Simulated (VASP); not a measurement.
# O in VASP: a series of runs

O is run at these levels: PBE+D3(BJ); tasks: molecular dynamics, single point.

Everything below comes from runs of VASP 6.6.1. Logs are shortened: lines on timing, memory, paths and dates and some standing lists are left out, and cuts for length are marked.

### Step 1. The cell of the first run

The cell holds a disordered packing, 12 atoms: a = 6.088 Å, b = 6.088 Å, c = 6.088 Å, α = 90.00°, β = 90.00°, γ = 90.00°.

### Step 2. Molecular dynamics, PBE+D3(BJ), collinear spin, ferromagnetic start

Contents of INCAR:

```
PREC = Accurate
ENCUT = 520
EDIFF = 1E-5
ISMEAR = -1
SIGMA = 0.02
LREAL = False
LASPH = True
NELM = 150
ALGO = Normal
ISIF = 2
LWAVE = False
LCHARG = True
ISPIN = 2
MAGMOM = 1 1 1 1 1 1 1 1 1 1 1 1
LORBIT = 11
GGA = PE
IVDW = 12
IBRION = 0
NSW = 40
POTIM = 1.0
TEBEG = 350.0
TEEND = 350.0
ISYM = 0
NELMIN = 4
RANDOM_SEED = 543492 0 0
MDALGO = 2
SMASS = 0
```

Contents of KPOINTS:

```
Automatic mesh
0
Gamma
  1 1 1
```

Contents of POSCAR:

```
O
1.0
    6.0876040000      0.0000000000      0.0000000000
    0.0000000000      6.0876040000      0.0000000000
    0.0000000000      0.0000000000      6.0876040000
O
12
Direct
    0.2317508300      0.3240660900      0.2639941500
    0.3359356300      0.1936792900      0.1484067200
    0.7545810700      0.3128112200      0.1913658900
    0.6827595200      0.4929513100      0.1361994300
    0.8531294700      0.2155655600      0.7466813100
    1.0169654500      0.2067069900      0.6347069400
    0.5665161300      0.8249882000      0.6842607100
    0.5549237600      0.9653956300      0.5448414100
    0.2564589500      0.6390393800      0.9494829700
    0.1550920800      0.6296417300      0.7766643900
    0.9827470500      0.7638790800      0.3949734300
    0.9812987800      0.8724298700      0.2281243800
```

Potentials or basis: VASP PAW PBE potentials, release 64 (O).

Command:

```sh
cat potpaw_PBE.64/O/POTCAR > POTCAR
mpirun -np 1 vasp_gam > vasp.out
```

OUTCAR:

```text
PREC = Accurate
   ENCUT = 520
   EDIFF = 1E-5
   ISMEAR = -1
   LREAL = False
   LASPH = True
   NELM = 150
   ISIF = 2
   ISPIN = 2
   LORBIT = 11
   GGA = PE
   IVDW = 12
   IBRION = 0
   NSW = 40
   POTIM = 1.0
   TEBEG = 350.0
   ISYM = 0
   NELMIN = 4
 IVDW          = 12

 ion  position               nearest neighbor table
   1  0.232  0.324  0.264-   2 1.24
   2  0.336  0.194  0.148-   1 1.24
   3  0.755  0.313  0.191-   4 1.23
   4  0.683  0.493  0.136-   3 1.23
   5  0.853  0.216  0.747-   6 1.21
   6  0.017  0.207  0.635-   5 1.21
   7  0.567  0.825  0.684-   8 1.21
   8  0.555  0.965  0.545-   7 1.21
   9  0.256  0.639  0.949-  10 1.22
  10  0.155  0.630  0.777-   9 1.22
  11  0.983  0.764  0.395-  12 1.21
  12  0.981  0.872  0.228-  11 1.21

IMPORTANT INFORMATION: All symmetrisations will be switched off!
NOSYMM: (Re-)initialisation of all symmetry stuff for point group C_1.

----------------------------------------------------------------------------------------

                                     Primitive cell

  volume of cell :     225.6000

  direct lattice vectors                    reciprocal lattice vectors
     6.087604000  0.000000000  0.000000000     0.164268241  0.000000000  0.000000000
     0.000000000  6.087604000  0.000000000     0.000000000  0.164268241  0.000000000
     0.000000000  0.000000000  6.087604000     0.000000000  0.000000000  0.164268241

  length of vectors
     6.087604000  6.087604000  6.087604000     0.164268241  0.164268241  0.164268241

  position of ions in fractional coordinates (direct lattice)
     0.231750830  0.324066090  0.263994150
     0.335935630  0.193679290  0.148406720
     0.754581070  0.312811220  0.191365890
     0.682759520  0.492951310  0.136199430
     0.853129470  0.215565560  0.746681310
     0.016965450  0.206706990  0.634706940
     0.566516130  0.824988200  0.684260710
     0.554923760  0.965395630  0.544841410
     0.256458950  0.639039380  0.949482970
     0.155092080  0.629641730  0.776664390
     0.982747050  0.763879080  0.394973430
     0.981298780  0.872429870  0.228124380

  ion indices of the primitive-cell ions
   primitive index   ion index
                 1           1
                 2           2
                 3           3
                 4           4
                 5           5
                 6           6
                 7           7
                 8           8
                 9           9
                10          10
                11          11
                12          12

----------------------------------------------------------------------------------------

 KPOINTS: Automatic mesh

Automatic generation of k-mesh.
 Grid dimensions read from file:
 generate k-points for:    1    1    1

 Generating k-lattice:

  Cartesian coordinates                     Fractional coordinates (reciprocal lattice)
     0.164268241  0.000000000  0.000000000     1.000000000  0.000000000  0.000000000
     0.000000000  0.164268241  0.000000000     0.000000000  1.000000000  0.000000000
     0.000000000  0.000000000  0.164268241     0.000000000  0.000000000  1.000000000

  Length of vectors
     0.164268241  0.164268241  0.164268241

  Shift w.r.t. Gamma in fractional coordinates (k-lattice)
     0.000000000  0.000000000  0.000000000

 Subroutine IBZKPT returns following result:
 ===========================================

 Found      1 irreducible k-points:

 Following reciprocal coordinates:
            Coordinates               Weight
  0.000000  0.000000  0.000000      1.000000
   k-points           NKPTS =      1   k-points in BZ     NKDIM =      1   number of bands    NBANDS=     49
   number of dos      NEDOS =    301   number of ions     NIONS =     12
   total plane-waves  NPLWV = 110592
   dimension x,y,z NGX =    48 NGY =   48 NGZ =   48
   dimension x,y,z NGXF=    96 NGYF=   96 NGZF=   96
   ions per type =              12
   NGX,Y,Z   is equivalent  to a cutoff of  13.11, 13.11, 13.11 a.u.
   NGXF,Y,Z  is equivalent  to a cutoff of  26.22, 26.22, 26.22 a.u.
 SYSTEM =  unknown system
   PREC   = accura    normal or accurate (medium, high low for compatibility)
   ISTART =      0    job   : 0-new  1-cont  2-samecut
   ICHARG =      2    charge: 1-file 2-atom 10-const
   ISPIN  =      2    spin polarized calculation?
   LNONCOLLINEAR =      F non collinear calculations
   LSORBIT =      F    spin-orbit coupling
   LASPH  =      T    aspherical Exc in radial PAW
   ENCUT  =  520.0 eV  38.22 Ry    6.18 a.u.  11.32 11.32 11.32*2*pi/ulx,y,z
   NELM   =    150;   NELMIN=  4; NELMDL= -5     # of ELM steps
   EDIFF  = 0.1E-04   stopping-criterion for ELM
   LREAL  =      F    real-space projection
   EDIFFG = 0.1E-03   stopping-criterion for IOM
   NSW    =     40    number of steps for IOM
   IBRION =      0    ionic relax: 0-MD 1-quasi-New 2-CG
   NFREE  =      0    steps in history (QN), initial steepest desc. (CG)
   ISIF   =      2    stress and relaxation
   ISYM   =      0    0-nonsym 1-usesym 2-fastsym
   POTIM  = 1.0000    time-step for ionic-motion
   TEBEG  =  350.0;   TEEND  = 350.0 temperature during run
   PSTRESS=    0.0 pullay stress
   NELECT =      72.0000    total number of electrons
   NUPDOWN=      -1.0000    fix difference up-down
   EMIN   =  10.00;   EMAX   =-10.00  energy-range for DOS
   EFERMI =   0.00;   METHOD = LEGACY
   ISMEAR =    -1;   SIGMA  =   0.02  broadening in eV -4-tet -1-fermi 0-gaus
   EFERMI_NEDOS =   21; number of points for ismear=-14 and -15
   IALGO  =     38    algorithm
   IMIX   =      4    mixing-type and parameters
     AMIX     =   0.40;   BMIX     =  1.00
     AMIX_MAG =   1.60;   BMIX_MAG =  1.00
  volume/ion in A,a.u.               =      18.80       126.87
  Fermi-wavevector in a.u.,A,eV,Ry     =   1.118766  2.114161 17.029561  1.251637
  Thomas-Fermi vector in A             =   2.255400
   LORBIT       =     11    0 simple, 1 ext, 2 COOP (PROOUT), +10 PAW based schemes
   GGA     = PE    functional components
   LHFCALC =     F    Hartree Fock is set to
   AEXX    =    0.0000 exact exchange contribution
   IVDW    =    12    specifies the selected vdW correction
   LEPSILON=     F    determine dielectric tensor
   LRPA    =     F    only Hartree local field effects (RPA)
 molecular dynamics for ions
 spin polarized calculation
  energy-cutoff  :      520.00
  volume of cell :      225.60
 maximum number of plane-waves:      3022
 NGX is ok and might be reduce to    48
   NGX = 23   NGY = 23   NGZ = 23

--------------------------------------- Ionic step        1  -------------------------------------------

 number of electron      71.9999991 magnetization      11.9999994

 Free energy of the ion-electron system (eV)
  ---------------------------------------------------
  ext. energy  EPLUGINS =         0.00000000
  ---------------------------------------------------
  free energy    TOTEN  =       -58.80437920 eV

  energy without entropy =      -58.80437920  energy(sigma->0) =      -58.80437920

------------------------ aborting loop because EDIFF is reached ----------------------------------------

 Edisp (eV)   -0.49674

 E8    (eV) :    -0.1174
[... 161 lines left out ...]
  ENERGY OF THE ELECTRON-ION-THERMOSTAT SYSTEM (eV)
  ---------------------------------------------------
% ion-electron   TOTEN  =       -59.268347  see above
  kinetic energy EKIN   =         0.466071
  kin. lattice  EKIN_LAT=         0.000000  (temperature  327.79 K)
  nose potential ES     =        -0.000280
  nose kinetic   EPS    =         0.000010
  ---------------------------------------------------
  total energy   ETOTAL =       -58.802546 eV

[... ionic steps 4 to 37 ...]

--------------------------------------- Ionic step       38  -------------------------------------------

 number of electron      72.0000010 magnetization      12.0000002

------------------------ aborting loop because EDIFF is reached ----------------------------------------
[... 115 lines left out ...]
--------------------------------------- Ionic step       40  -------------------------------------------

 number of electron      72.0000001 magnetization      11.9999997

 Free energy of the ion-electron system (eV)
  ---------------------------------------------------
  ext. energy  EPLUGINS =         0.00000000
  ---------------------------------------------------
  free energy    TOTEN  =       -58.82677657 eV

  energy without entropy =      -58.82677657  energy(sigma->0) =      -58.82677657

 E-fermi :  -2.3099     XC(G=0):  -6.9581

 val. band max:       -2.7926792896   @ k =   0.0000   0.0000   0.0000
 cond. band min:      -1.2496486449   @ k =   0.0000   0.0000   0.0000
 fundamental gap:      1.5430306447
 Fermi energy:        -2.3098969068

 spin component 1

 k-point     1 :       0.0000    0.0000    0.0000
  band No.  band energies     occupation
      1     -29.2140      1.00000
      2     -29.0899      1.00000
      3     -28.4372      1.00000
      4     -28.3226      1.00000
      5     -28.2916      1.00000
      6     -28.2175      1.00000
[... 40 lines left out ...]
     47       5.9665      0.00000
     48       6.3219      0.00000
 Fermi energy:        -2.3098969068

 spin component 2

 k-point     1 :       0.0000    0.0000    0.0000
  band No.  band energies     occupation
      1     -28.0183      1.00000
      2     -27.8837      1.00000
      3     -27.2096      1.00000
      4     -27.0936      1.00000
      5     -27.0596      1.00000
      6     -26.9831      1.00000
[... 40 lines left out ...]
     47       6.8058      0.00000
     48       7.0575      0.00000
 [bands above 48 left out]

------------------------ aborting loop because EDIFF is reached ----------------------------------------

 Edisp (eV)   -0.50368

 E8    (eV) :    -0.1201
[... 41 lines left out ...]
  ENERGY OF THE ELECTRON-ION-THERMOSTAT SYSTEM (eV)
  ---------------------------------------------------
% ion-electron   TOTEN  =       -59.330458  see above
  kinetic energy EKIN   =         0.458940
  kin. lattice  EKIN_LAT=         0.000000  (temperature  322.77 K)
  nose potential ES     =         0.068033
  nose kinetic   EPS    =         0.000682
  ---------------------------------------------------
  total energy   ETOTAL =       -58.802802 eV

 total charge

# of ion       s       p       d       tot
------------------------------------------
    1        1.613   3.261   0.000   4.874
    2        1.612   3.261   0.000   4.873
    3        1.612   3.265   0.000   4.877
    4        1.612   3.266   0.000   4.878
    5        1.613   3.314   0.000   4.926
    6        1.613   3.314   0.000   4.927
    7        1.613   3.318   0.000   4.931
    8        1.613   3.321   0.000   4.934
    9        1.613   3.272   0.000   4.885
   10        1.613   3.271   0.000   4.884
   11        1.613   3.266   0.000   4.880
   12        1.613   3.267   0.000   4.880
--------------------------------------------------
tot         19.354  39.395   0.000  58.749

 magnetization (x)

# of ion       s       p       d       tot
------------------------------------------
    1        0.012   0.807   0.000   0.819
    2        0.010   0.802   0.000   0.812
    3        0.012   0.807   0.000   0.818
    4        0.010   0.799   0.000   0.809
    5        0.011   0.801   0.000   0.811
    6        0.011   0.800   0.000   0.811
    7        0.010   0.798   0.000   0.808
    8        0.010   0.793   0.000   0.804
    9        0.011   0.809   0.000   0.820
   10        0.011   0.799   0.000   0.809
   11        0.011   0.803   0.000   0.814
   12        0.011   0.807   0.000   0.817
--------------------------------------------------
tot          0.129   9.624   0.000   9.753
```

It took 5.4 min on 1 thread of AMD EPYC 9R45 (Zen 5), shared host; peak memory 0.39 GiB.

What came out:

```yaml
Valence_electrons_inside_the_program's_atomic_spheres: O 4.87, 4.88, 4.93 (each value once)
Dispersion_energy_per_atom: -0.042 eV
```

Caveat: the k points lie up to 1.03 Å⁻¹ apart, too coarse for converged energies, forces and pressures; the standard files for N, O and F lose accuracy on very short bonds.

### Step 3. Single point, PBE+D3(BJ), collinear spin, ferromagnetic start

Contents of INCAR:

```
PREC = Accurate
ENCUT = 1000
EDIFF = 1E-6
ISMEAR = -1
SIGMA = 0.02
LREAL = False
LASPH = True
NELM = 200
ALGO = Normal
ISIF = 2
LWAVE = False
LCHARG = False
ISPIN = 2
MAGMOM = 1 1 1 1 1 1 1 1 1 1 1 1
LORBIT = 11
GGA = PE
IVDW = 12
NBANDS = 52
GGA_COMPAT = False
```

KPOINTS is that of step 2.

Contents of POSCAR:

```
O
1.0
    6.0876040000      0.0000000000      0.0000000000
    0.0000000000      6.0876040000      0.0000000000
    0.0000000000      0.0000000000      6.0876040000
O
12
Direct
    0.3240848123      0.1654181185      0.1805965040
    0.2528416763      0.1343221405     -0.0011170240
    0.7675433553      0.3739073698      0.2035283504
    0.6610154011      0.5266932606      0.1187823650
    0.8976602289      0.2600530521      0.7627467227
    0.9907346141      0.2307475979      0.5895915700
    0.6372457867      0.8123557314      0.6487609904
    0.4620208542      0.8906295482      0.6013696029
    0.2673629888      0.7271662217      0.9084197987
    0.0676456616      0.6970229995      0.9221361968
    1.0665279805      0.7327349151      0.4233685371
    0.9774781671      0.8901038898      0.3415136727
```

Potentials or basis: VASP PAW PBE potentials, release 64 (O_h).

Command:

```sh
cat potpaw_PBE.64/O_h/POTCAR > POTCAR
mpirun -np 1 vasp_gam > vasp.out
```

Wall time 87 s (1 thread of Intel Xeon Platinum 8259CL at 2.50GHz (Skylake/Cascade Lake), shared host); peak memory 0.71 GiB.

It converged, with:

```yaml
Free_energy: -60.1567 eV
Pressure: 2.1 GPa
Largest_force: 1.817 eV/Å
Net_moment: 12.00 μB per cell
Site_moments: O +0.62, +0.63, +0.61 (each value once) μB
Valence_electrons_inside_the_program's_atomic_spheres: O 3.32, 3.29, 3.31, 3.30 (each value once)
Dispersion_energy_per_atom: -0.042 eV
```

Forces on the atoms (eV/Å):
```
O    0.463  0.224  1.051
O   -0.255  0.190 -0.858
O   -0.959  1.356 -0.738
O    0.885 -1.333  0.780
O   -0.494  0.113  0.387
O    0.362  0.137 -0.319
O    0.937 -0.502  0.326
O   -0.592  0.763 -0.747
O   -1.244 -0.773  0.466
O    0.991  0.097 -0.155
O    0.267 -0.583  0.251
O   -0.362  0.310 -0.445
```

Stress tensor (GPa, compression positive):
```
 1.43  0.41 -0.20
 0.41  1.49  0.52
-0.20  0.52  3.26
```

Levels at points of the mesh, in eV from the Fermi level:
Spin up:
```csv
k point,band 38,band 39,band 40,band 41,band 42,band 43,band 44,band 45,band 46,band 47
"(0.00, 0.00, 0.00)",-0.71,-0.63,-0.60,-0.52,-0.48,5.86,7.72,7.78,8.09,8.56
```
Spin down:
| k point | band 27 | band 28 | band 29 | band 30 | band 31 | band 32 | band 33 | band 34 |
| --- | --- | --- | --- | --- | --- | --- | --- | --- |
| (0.00, 0.00, 0.00) | -5.28 | -5.22 | -5.02 | -4.97 | 0.86 | 0.90 | 1.10 | 1.15 |

Caveat: the k points lie up to 1.03 Å⁻¹ apart, too coarse for converged energies, forces and pressures; the atoms stand as in a frame of molecular dynamics.

### Step 4. Single point, PBE+D3(BJ), collinear spin, ferromagnetic start

Contents of INCAR:

```
PREC = Accurate ; ENCUT = 1000
EDIFF = 1E-6 ; ISMEAR = -1
SIGMA = 0.02 ; LREAL = F
LASPH = T ; NELM = 200
ALGO = Normal ; ISIF = 2
LWAVE = F ; LCHARG = F
ISPIN = 2 ; MAGMOM = 0.56 0.56 0.56 0.56 0.56 0.56 0.56 0.56 0.56 0.56 0.56 0.56
LORBIT = 11 ; GGA = PE
IVDW = 12 ; NBANDS = 52
GGA_COMPAT = F
```

KPOINTS is that of step 3.

Contents of POSCAR:

```
O
1.0
    6.0876040000      0.0000000000      0.0000000000
    0.0000000000      6.0876040000      0.0000000000
    0.0000000000      0.0000000000      6.0876040000
O
12
Direct
    0.3393617587      0.2823113987      0.4358857771
    0.2993460153      0.2327352436      0.2465173490
    0.8127171215      0.4257997071      0.1617220831
    0.6422066876      0.5263318705      0.1108482089
    0.8654308000      0.1806950649      0.6791670417
    0.9554169424      0.0929922511      0.8381458452
    0.6107821731      0.8253493493      0.6645635951
    0.4987676597      0.6812696752      0.5815095726
    0.1832412227      0.7108872391      0.9257336712
    0.1328108727      0.5313420518      0.8422032708
    0.9900118339      0.8558046811      0.3994510812
    0.8892004145      0.9278198779      0.2487513971
```

Command:

```sh
cat potpaw_PBE.64/O_h/POTCAR > POTCAR
mpirun -np 1 vasp_gam > vasp.out
```

Run time: 57 s. Hardware: 1 thread of Intel Xeon 6975P-C (Granite Rapids), shared host; peak memory 0.7 GiB.

It converged, with:

```yaml
Free_energy: -60.3694 eV
Pressure: 0.7 GPa
Largest_force: 2.430 eV/Å
Net_moment: 12.00 μB per cell
Site_moments: O +0.62 μB
Valence_electrons_inside_the_program's_atomic_spheres: O 3.31, 3.29, 3.30, 3.33 (each value once)
Dispersion_energy_per_atom: -0.042 eV
```

Forces on the atoms (eV/Å):
```
O    0.022 -0.059  0.158
O   -0.074 -0.115 -0.151
O   -1.513  0.817 -0.304
O    1.428 -0.796  0.344
O    0.460 -0.192  0.904
O   -0.441  0.546 -0.960
O   -0.302 -0.254 -0.026
O    0.187  0.185  0.013
O   -0.350 -1.587 -0.618
O    0.459  1.580  0.651
O    1.414 -1.016  1.695
O   -1.288  0.890 -1.706
```

Stress tensor (GPa, compression positive):
```
 0.42  0.66 -0.46
 0.66  0.12 -0.36
-0.46 -0.36  1.49
```

Levels at points of the mesh, in eV from the Fermi level:
Spin up:
```
           k point  band 40  band 41  band 42  band 43  band 44  band 45
(0.00, 0.00, 0.00)    -0.77    -0.66    -0.59     5.95     7.20     7.90
```
Spin down:
| k point | band 26 | band 27 | band 28 | band 29 | band 30 | band 31 | band 32 | band 33 | band 34 | band 35 |
| --- | --- | --- | --- | --- | --- | --- | --- | --- | --- | --- |
| (0.00, 0.00, 0.00) | -5.35 | -5.28 | -5.21 | -5.04 | -4.89 | 0.88 | 0.92 | 1.08 | 1.15 | 1.19 |

Caveat: the k points lie up to 1.03 Å⁻¹ apart, too coarse for converged energies, forces and pressures.

### Step 5. The runs side by side

```csv
task,potentials or basis,cell,cutoff (eV),pressure (GPa),moment (μB),largest force (eV/Å)
molecular dynamics,"VASP PAW PBE potentials, release 64 (O)","as given, atomic positions A",520,-,-,-
single point,"VASP PAW PBE potentials, release 64 (O_h)","as given, atomic positions B",1000,2.1,12.00,1.82
single point,"VASP PAW PBE potentials, release 64 (O_h)","as given, atomic positions C",1000,0.7,12.00,2.43
```

Alike in all rows: level PBE+D3(BJ); spin collinear, ferromagnetic start; k mesh 1 × 1 × 1; smearing fermi-dirac 0.02 eV.

Caveats: all runs use coarse meshes; the standard files for N, O and F lose accuracy on very short bonds (at least some runs); the atoms stand as in a frame of molecular dynamics (at least some runs).

Total energies depend on the potentials used, so only differences within one code and one set of settings carry meaning.
